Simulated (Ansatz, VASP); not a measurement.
**Two plane-wave programs on Lu**

The input INCAR:

```
SYSTEM = Lu
  PREC = Accurate
  ENCUT = 520
  EDIFF = 1E-6
  ISMEAR = -1
  SIGMA = 0.1
  LREAL = .FALSE.
  LASPH = .TRUE.
  NELM = 60
  ALGO = Normal
  ISIF = 2
  LWAVE = .FALSE.
  LCHARG = .FALSE.
  GGA = PS
  NBANDS = 44
```

Contents of KPOINTS:

```
regular mesh
0
G
  8 8 11
  0 0 0
```

The input POSCAR:

```
Lu
1.0
    5.5292637312      0.0000000000      0.0000000000
   -2.7646318656      4.7884828554      0.0000000000
    0.0000000000      0.0000000000      3.4727538789
Lu
3
Direct
    1.0000000000      0.0000000000      1.0000000000
    0.3333333333      0.6666666667      0.5000000000
    0.6666666667      0.3333333333      0.5000000000
```

Input for Ansatz:

```yaml
crystal:
  lattice:
    - [5.5292637312, 0.0, 0.0]
    - [-2.7646318656, 4.7884828554, 0.0]
    - [0.0, 0.0, 3.4727538789]
  atoms:
    - { symbol: Lu, position: [1.0, 0.0, 1.0] }
    - { symbol: Lu, position: [0.3333333333, 0.6666666667, 0.5] }
    - { symbol: Lu, position: [0.6666666667, 0.3333333333, 0.5] }
hamiltonian:
  xc: pbesol
  pseudopotentials:
    kind: paw
    azcp:
      Lu: "pseudopotentials/Lu.paw.azcp"
basis:
  ecutwfc: 420
  fft_grid_basis: typed
kpoints:
  mp_grid: { grid: [8, 8, 11], shift: [0, 0, 0] }
magnetization:
  spin_polarized: false
scf:
  occupations: { method: fermi_dirac, width: 0.1 }
  lower_state_search: "off"
output:
  stress: true
```

Alike in both runs: task single point; functional PBEsol; k mesh 8 × 8 × 11; occupations fermi-dirac, width 0.1 eV; no spin polarisation.

|  | VASP | Ansatz |
| --- | --- | --- |
| version | VASP 6.6.1 | Ansatz 0.2.0 |
| potentials or method | VASP PAW PBE potentials, release 64 (Lu), cutoff 520 eV | plane waves (420 eV) with PAW, scalar-relativistic |
| valence electrons in the cell | 75 | 75 |

```tsv
	VASP	Ansatz	Ansatz less VASP
pressure (GPa)	-4.3	-4.4	-0.10
traceless stress, the component that is largest in VASP (GPa)	0.13	0.14	+0.017
```

VASP's potentials were made for PBE, not for PBEsol, and Ansatz warns of the same on its side.

Spin-orbit coupling is off throughout.
